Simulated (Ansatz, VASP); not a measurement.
## BAs in VASP and in Ansatz

INCAR

```
PREC = Accurate ; ENCUT = 520
EDIFF = 1E-8 ; ISMEAR = -1
SIGMA = 0.08 ; LREAL = F
LASPH = T ; NELM = 80
ALGO = Normal ; ISIF = 2
LWAVE = F ; LCHARG = F
GGA = PE ; LEFG = T
NBANDS = 11
```

The input KPOINTS:

```
regular mesh
0
Gamma
  15 15 15
```

POSCAR

```
BAs
1.0
    0.0000000000      2.4046586295      2.4046586295
    2.4046586295      0.0000000000      2.4046586295
    2.4046586295      2.4046586295      0.0000000000
B As
1 1
Direct
    0.0000000000      0.0000000000      0.0000000000
    0.2500000000      0.2500000000      0.2500000000
```

Input for Ansatz:

```yaml
crystal:
  lattice:
    - [0.0, 2.4046586295, 2.4046586295]
    - [2.4046586295, 0.0, 2.4046586295]
    - [2.4046586295, 2.4046586295, 0.0]
  atoms:
    - { symbol: B, position: [0.0, 0.0, 0.0] }
    - { symbol: As, position: [0.25, 0.25, 0.25] }
kpoints:
  mp_grid: { grid: [15, 15, 15] }
  band_path:
    path:
      - [0.0, 0.0, 0.0]
      - [-0.5, -0.5, 0.0]
      - [-0.375, -0.375, 0.25]
      - [-0.375, 0.0, 0.375]
      - [0.0, 0.0, 0.0]
      - [0.0, 0.0, 0.5]
      - [-0.5, -0.25, 0.25]
      - [-0.5, -0.5, 0.0]
    npoints: 8
scf:
  occupations: { method: fermi_dirac, width: 0.08 }
hamiltonian:
  xc: pbe
  pseudopotentials: { kind: all_electron, datasets: crystal }
output:
  forces: true
  stress: true
  eigenvalues: true
  efg: { contact_densities: true }
```

Alike in both runs: task electric field gradients; functional PBE; k mesh 15 × 15 × 15; occupations fermi-dirac, width 0.08 eV; no spin polarisation.

|  | VASP | Ansatz |
| --- | --- | --- |
| version | VASP 6.6.1 | Ansatz 0.2.0 |
| potentials or method | VASP PAW PBE potentials, release 64 (B, As), cutoff 520 eV | all-electron PAW with datasets made for the crystal, scalar-relativistic |

|  | VASP | Ansatz | Ansatz less VASP |
| --- | --- | --- | --- |
| pressure (GPa) | 0.6 | 0.0 | -0.63 |

Ansatz ran all-electron here, and VASP with PAW potentials. Ansatz's warnings: band levels unverified.
